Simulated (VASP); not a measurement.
# HfN in VASP: a series of runs

The runs below take HfN through single point, with PBE.

Everything below comes from runs of VASP 6.6.1. Logs are shortened: lines on timing, memory, paths and dates and some standing lists are left out, and cuts for length are marked.

### 1 The cell of the first run

The structure is monoclinic, space group Cm (No. 8). The conventional cell has a = 4.548 Å, b = 4.548 Å, c = 3.216 Å, α = 90.00°, β = 135.00°, γ = 90.00°. Hf (site symmetry m) has 6 N at 2.17 to 2.38 Å within 2.9 Å. Within 2.9 Å of N (site symmetry m) lie 6 Hf at 2.17 to 2.38 Å.

### 2 Single point, PBE (mode 4 frozen in at -0.097 Å and mode 6 at -0.078 Å (largest displacements))

INCAR reads:

```
SYSTEM = HfN
PREC     = Accurate       ! precision mode
ENCUT    = 520            ! plane-wave cutoff, eV
EDIFF    = 1E-6           ! SCF threshold, eV
ISMEAR   = 0              ! smearing method
SIGMA    = 0.15           ! smearing width, eV
LREAL    = .FALSE.        ! projectors in reciprocal space
LASPH    = .TRUE.         ! aspherical terms in the spheres
NELM     = 80             ! most SCF steps
ALGO     = Normal         ! electronic algorithm
ISIF     = 2              ! what is computed and relaxed
LWAVE    = .FALSE.        ! write WAVECAR
LCHARG   = .FALSE.        ! write CHGCAR
GGA      = PE             ! functional
NBANDS   = 14             ! bands
```

KPOINTS reads:

```
regular mesh
0
G
  16 16 16
  0 0 0
```

POSCAR reads:

```
HfN
1.0
    0.0000000000      2.2738140414      2.2738140414
    2.2738140414      0.0000000000      2.2738140414
    2.2738140414      2.2738140414      0.0000000000
Hf N
1 1
Direct
   -0.0003347749      0.0030129741      0.0003347749
    0.5042659601      0.4616063590      0.4957340399
```

Potentials or basis: VASP PAW PBE potentials, release 64 (Hf_pv, N).

On the command line:

```console
$ cat potpaw_PBE.64/Hf_pv/POTCAR potpaw_PBE.64/N/POTCAR > POTCAR
$ mpirun -np 1 vasp_std > vasp.out
```

OUTCAR:

```text
SYSTEM = HfN
   PREC = Accurate
   ENCUT = 520
   EDIFF = 1E-6
   ISMEAR = 0
   LREAL = .FALSE.
   LASPH = .TRUE.
   NELM = 80
   ISIF = 2
   GGA = PE

 ion  position               nearest neighbor table
   1  1.000  0.003  0.000-   2 2.17   2 2.19   2 2.28   2 2.28   2 2.36   2 2.38
   2  0.504  0.462  0.496-   1 2.17   1 2.19   1 2.28   1 2.28   1 2.36   1 2.38

  LATTYP: Found a face centered cubic cell.
 ALAT       =     4.5476280828

  Lattice vectors:

 A1 = (   0.0000000000,   2.2738140414,   2.2738140414)
 A2 = (   2.2738140414,   0.0000000000,   2.2738140414)
 A3 = (   2.2738140414,   2.2738140414,   0.0000000000)

Analysis of symmetry for initial positions (statically):
=====================================================================
 Subroutine PRICEL returns:
 Original cell was already a primitive cell.

 Routine SETGRP: Setting up the symmetry group for a
 face centered cubic supercell.

 Subroutine GETGRP returns: Found  2 space group operations
 (whereof  2 operations were pure point group operations)
 out of a pool of 48 trial point group operations.

The static configuration has the point symmetry C_1h.

Analysis of symmetry for dynamics (positions and initial velocities):
=====================================================================
 Subroutine PRICEL returns:
 Original cell was already a primitive cell.

 Routine SETGRP: Setting up the symmetry group for a
 face centered cubic supercell.

 Subroutine GETGRP returns: Found  2 space group operations
 (whereof  2 operations were pure point group operations)
 out of a pool of 48 trial point group operations.

The dynamic configuration has the point symmetry C_1h.

 Subroutine INISYM returns: Found  2 space group operations
 (whereof  2 operations are pure point group operations),
 and found     1 'primitive' translations

----------------------------------------------------------------------------------------

                                     Primitive cell

  volume of cell :      23.5123

  direct lattice vectors                    reciprocal lattice vectors
     0.000000000  2.273814041  2.273814041    -0.219894851  0.219894851  0.219894851
     2.273814041  0.000000000  2.273814041     0.219894851 -0.219894851  0.219894851
     2.273814041  2.273814041  0.000000000     0.219894851  0.219894851 -0.219894851

  length of vectors
     3.215658656  3.215658656  3.215658656     0.380869054  0.380869054  0.380869054

  position of ions in fractional coordinates (direct lattice)
     0.999665225  0.003012974  0.000334775
     0.504265960  0.461606359  0.495734040

  ion indices of the primitive-cell ions
   primitive index   ion index
                 1           1
                 2           2

----------------------------------------------------------------------------------------

 KPOINTS: regular mesh

Automatic generation of k-mesh.
 Grid dimensions read from file:
 generate k-points for:   16   16   16

 Generating k-lattice:

  Cartesian coordinates                     Fractional coordinates (reciprocal lattice)
    -0.013743428  0.013743428  0.013743428     0.062500000  0.000000000  0.000000000
     0.013743428 -0.013743428  0.013743428     0.000000000  0.062500000  0.000000000
     0.013743428  0.013743428 -0.013743428     0.000000000  0.000000000  0.062500000

  Length of vectors
     0.023804316  0.023804316  0.023804316

  Shift w.r.t. Gamma in fractional coordinates (k-lattice)
     0.000000000  0.000000000  0.000000000

 Subroutine IBZKPT returns following result:
 ===========================================

 Found   1098 irreducible k-points:

 Following reciprocal coordinates:
            Coordinates               Weight
  0.000000  0.000000  0.000000      1.000000
  0.062500  0.000000  0.000000      4.000000
  0.000000  0.062500  0.000000      4.000000
  0.125000  0.000000  0.000000      4.000000
  0.000000  0.125000  0.000000      4.000000
  0.187500  0.000000  0.000000      4.000000
[... 16 lines left out ...]
  0.062500  0.000000  0.125000      4.000000
  0.125000  0.062500  0.125000      4.000000
 [... further k-points ...]
   k-points           NKPTS =   1098   k-points in BZ     NKDIM =   1098   number of bands    NBANDS=     14
   number of dos      NEDOS =    301   number of ions     NIONS =      2
   total plane-waves  NPLWV =  13824
   dimension x,y,z NGX =    24 NGY =   24 NGZ =   24
   dimension x,y,z NGXF=    48 NGYF=   48 NGZF=   48
   ions per type =               1   1
   NGX,Y,Z   is equivalent  to a cutoff of  12.41, 12.41, 12.41 a.u.
   NGXF,Y,Z  is equivalent  to a cutoff of  24.82, 24.82, 24.82 a.u.
 SYSTEM =  HfN
   PREC   = accura    normal or accurate (medium, high low for compatibility)
   ISTART =      0    job   : 0-new  1-cont  2-samecut
   ICHARG =      2    charge: 1-file 2-atom 10-const
   ISPIN  =      1    spin polarized calculation?
   LNONCOLLINEAR =      F non collinear calculations
   LSORBIT =      F    spin-orbit coupling
   LASPH  =      T    aspherical Exc in radial PAW
   ENCUT  =  520.0 eV  38.22 Ry    6.18 a.u.   5.98  5.98  5.98*2*pi/ulx,y,z
   NELM   =     80;   NELMIN=  2; NELMDL= -5     # of ELM steps
   EDIFF  = 0.1E-05   stopping-criterion for ELM
   LREAL  =      F    real-space projection
   EDIFFG = 0.1E-04   stopping-criterion for IOM
   NSW    =      0    number of steps for IOM
   IBRION =     -1    ionic relax: 0-MD 1-quasi-New 2-CG
   NFREE  =      0    steps in history (QN), initial steepest desc. (CG)
   ISIF   =      2    stress and relaxation
   ISYM   =      2    0-nonsym 1-usesym 2-fastsym
   POTIM  = 0.5000    time-step for ionic-motion
   TEBEG  =    0.0;   TEEND  =   0.0 temperature during run
   PSTRESS=    0.0 pullay stress
   NELECT =      15.0000    total number of electrons
   NUPDOWN=      -1.0000    fix difference up-down
   EMIN   =  10.00;   EMAX   =-10.00  energy-range for DOS
   EFERMI =   0.00;   METHOD = LEGACY
   ISMEAR =     0;   SIGMA  =   0.15  broadening in eV -4-tet -1-fermi 0-gaus
   EFERMI_NEDOS =   21; number of points for ismear=-14 and -15
   IALGO  =     38    algorithm
   IMIX   =      4    mixing-type and parameters
     AMIX     =   0.40;   BMIX     =  1.00
     AMIX_MAG =   1.60;   BMIX_MAG =  1.00
  volume/ion in A,a.u.               =      11.76        79.33
  Fermi-wavevector in a.u.,A,eV,Ry     =   1.409311  2.663212 27.023330  1.986159
  Thomas-Fermi vector in A             =   2.531380
   LORBIT       =      0    0 simple, 1 ext, 2 COOP (PROOUT), +10 PAW based schemes
   GGA     = PE    functional components
   LHFCALC =     F    Hartree Fock is set to
   AEXX    =    0.0000 exact exchange contribution
   IVDW    =     0    specifies the selected vdW correction
   LEPSILON=     F    determine dielectric tensor
   LRPA    =     F    only Hartree local field effects (RPA)
 non-spin polarized calculation
 Gauss-broadening in eV      SIGMA  =   0.15
  energy-cutoff  :      520.00
  volume of cell :       23.51
 maximum number of plane-waves:       648
   NGX = 11   NGY = 11   NGZ = 11

 number of electron      15.0000000 magnetization

 Free energy of the ion-electron system (eV)
  ---------------------------------------------------
  ext. energy  EPLUGINS =         0.00000000
  ---------------------------------------------------
  free energy    TOTEN  =       -21.66290238 eV

  energy without entropy =      -21.65621406  energy(sigma->0) =      -21.65955822

 E-fermi :   8.2056     XC(G=0): -12.6220

 val. band max:        8.2014308303   @ k =   0.3750   0.1875   0.1250
 cond. band min:       8.2081713709   @ k =   0.0000   0.1250   0.0000
 fundamental gap:      0.0067405406
 Fermi energy:         8.2055667156

 k-point     1 :       0.0000    0.0000    0.0000
  band No.  band energies     occupation
      1     -23.0142      2.00000
      2     -22.9999      2.00000
      3     -22.9943      2.00000
      4      -9.1847      2.00000
      5       4.9129      2.00000
      6       4.9552      2.00000
      7       5.0004      2.00000
      8       7.8776      1.99801
      9       8.1665      1.28767
     10       8.1914      1.10655
     11       9.7831      0.00000
     12      10.2463      0.00000
     13      10.4271      0.00000
     14      17.6875      0.00000

 k-point     2 :       0.0625    0.0000    0.0000
  band No.  band energies     occupation
      1     -23.0384      2.00000
      2     -23.0149      2.00000
      3     -22.9993      2.00000
      4      -9.0980      2.00000
      5       4.4230      2.00000
      6       4.7867      2.00000
      7       4.9861      2.00000
      8       7.8843      1.99755
      9       8.1672      1.28228
     10       8.3162      0.29685
     11      10.0627      0.00000
     12      10.5563      0.00000
     13      10.7725      0.00000
     14      17.9871      0.00000

 k-point     3 :       0.0000    0.0625    0.0000
  band No.  band energies     occupation
      1     -23.0468      2.00000
      2     -23.0040      2.00000
      3     -23.0013      2.00000
      4      -9.0989      2.00000
      5       4.4947      2.00000
      6       4.7968      2.00000
      7       4.8607      2.00000
      8       7.9945      1.95338
      9       8.1432      1.44353
     10       8.2987      0.38011
     11      10.0855      0.00000
     12      10.5717      0.00000
     13      10.7091      0.00000
     14      17.9899      0.00000
[... 324 lines left out ...]
 k-point    23 :       0.0625    0.0000    0.1250
  band No.  band energies     occupation
      1     -23.1116      2.00000
      2     -23.0369      2.00000
      3     -23.0142      2.00000
      4      -8.8838      2.00000
      5       3.5700      2.00000
      6       4.4535      2.00000
      7       4.7715      2.00000
      8       7.7117      2.00000
      9       8.5338      0.00197
     10       8.6766      0.00001
     11      10.3701      0.00000
     12      10.9034      0.00000
     13      12.0240      0.00000
     14      18.7371      0.00000

 k-point    24 :       0.1250    0.0625    0.1250
  band No.  band energies     occupation
      1     -23.1157      2.00000
      2     -23.0259      2.00000
      3     -23.0207      2.00000
      4      -8.8847      2.00000
      5       3.5838      2.00000
      6       4.5592      2.00000
      7       4.6119      2.00000
      8       7.7878      1.99992
      9       8.5530      0.00105
     10       8.6375      0.00005
     11      10.4018      0.00000
     12      10.8588      0.00000
     13      12.0215      0.00000
     14      18.7390      0.00000

 [... further k-points ...]
[... 5 lines left out ...]
  --------------------------------------------------------------------------------------
  -------------------------------------------------------------------------------------
  Total        0.2590461     -0.3223256      0.0502734      0.0000000      0.0000000     -0.0553147
  in kB       17.6519577    -21.9639578      3.4257350      0.0000000      0.0000000     -3.7692643
  external PRESSURE =      -0.2954217 kB  Pullay stress =       0.0000000 kB

 VOLUME and BASIS-vectors are now :
 -----------------------------------------------------------------------------
  energy-cutoff  :      520.00
  volume of cell :       23.51
      direct lattice vectors                 reciprocal lattice vectors
     0.000000000  2.273814041  2.273814041    -0.219894851  0.219894851  0.219894851
     2.273814041  0.000000000  2.273814041     0.219894851 -0.219894851  0.219894851
     2.273814041  2.273814041  0.000000000     0.219894851  0.219894851 -0.219894851

 POSITION                                       TOTAL-FORCE (eV/Angst)
 -----------------------------------------------------------------------------------
      0.00761      2.27381      2.27990        -1.139047      0.000000     -0.901775
      2.17681      2.27381      2.19621         1.139047      0.000000      0.901775
 -----------------------------------------------------------------------------------
    total drift:                               -0.000005     -0.000000      0.000096

  FREE ENERGIE OF THE ION-ELECTRON SYSTEM (eV)
  ---------------------------------------------------
  free  energy   TOTEN  =       -21.6629023845 eV

  energy  without entropy=      -21.6562140590  energy(sigma->0) =      -21.65955822
```

Run time: 2.8 min. Hardware: 1 thread of Intel Xeon 6975P-C, shared host; peak memory 0.46 GiB.

What came out:

- Free energy: -21.6629 eV
- Pressure: 0.0 GPa
- Largest force: 1.453 eV/Å

Forces on the atoms (eV/Å):
```
Hf  -1.139  0.000 -0.902
N    1.139  0.000  0.902
```

Caveat: the cell differs from its parent crystal (mode 4 frozen in at -0.097 Å and mode 6 at -0.078 Å (largest displacements)); spin-orbit coupling is left out, which moves the levels of the heavy elements; forces of over 1 eV/Å act on the atoms, so gaps and moduli don't describe the material at rest.

### 3 Single point, PBE (mode 4 frozen in at -0.097 Å and mode 6 at -0.097 Å (largest displacements))

INCAR reads:

```
SYSTEM = HfN
ALGO     = Normal         ! electronic algorithm
EDIFF    = 1E-6           ! SCF threshold, eV
ENCUT    = 520            ! plane-wave cutoff, eV
GGA      = PE             ! functional
ISIF     = 2              ! what is computed and relaxed
ISMEAR   = 0              ! smearing method
LASPH    = .TRUE.         ! aspherical terms in the spheres
LCHARG   = .TRUE.         ! write CHGCAR
LELF     = .TRUE.         ! ELF
LREAL    = .FALSE.        ! projectors in reciprocal space
LVHAR    = .TRUE.       
LWAVE    = .FALSE.        ! write WAVECAR
NBANDS   = 14             ! bands
NELM     = 100            ! most SCF steps
PREC     = Accurate       ! precision mode
SIGMA    = 0.15           ! smearing width, eV
```

KPOINTS reads:

```
k-points
0
G
  16 16 16
  0 0 0
```

POSCAR reads:

```
HfN
1.0
    0.0000000000      2.2738140414      2.2738140414
    2.2738140414      0.0000000000      2.2738140414
    2.2738140414      2.2738140414      0.0000000000
Hf N
1 1
Direct
    0.0000000000      0.0033477491      0.0000000000
    0.5000000000      0.4573403989      0.5000000000
```

Potentials or basis: VASP PAW PBE potentials, release 64 (Hf_pv, N).

On the command line:

```console
$ cat potpaw_PBE.64/Hf_pv/POTCAR potpaw_PBE.64/N/POTCAR > POTCAR
$ mpirun -np 1 vasp_std > vasp.out
```

It took 46 s on 1 thread of Intel Xeon 6975P-C (Granite Rapids), shared host; peak memory 0.31 GiB.

Results (log left out):

```
Free energy   : -21.6416 eV
Pressure      : 0.5 GPa
Largest force : 1.601 eV/Å
```

Forces on the atoms (eV/Å):
```
Hf  -1.132  0.000 -1.132
N    1.132  0.000  1.132
```

Stress tensor (GPa, compression positive):
```
 1.79  0.00 -0.47
 0.00 -2.18  0.00
-0.47  0.00  1.79
```

Levels at points of the mesh, in eV from the Fermi level:
```tsv
k point	band 6	band 7	band 8	band 9	band 10	band 11
(0.00, 0.00, 0.00)	-3.30	-3.24	-0.33	0.02	0.05	1.57
(0.50, 0.00, 0.00)	-6.05	-5.97	3.11	3.34	3.61	4.33
(0.00, 0.50, 0.00)	-6.12	-6.07	3.04	3.58	3.68	4.47
(0.50, 0.50, 0.00)	-4.43	-3.71	-2.92	4.08	5.22	5.38
(0.50, 0.00, 0.50)	-4.72	-3.77	-2.57	4.12	5.21	5.38
```

Caveat: the cell differs from its parent crystal (mode 4 frozen in at -0.097 Å and mode 6 at -0.097 Å (largest displacements)); spin-orbit coupling is left out, which moves the levels of the heavy elements; forces of over 1 eV/Å act on the atoms, so gaps and moduli don't describe the material at rest.
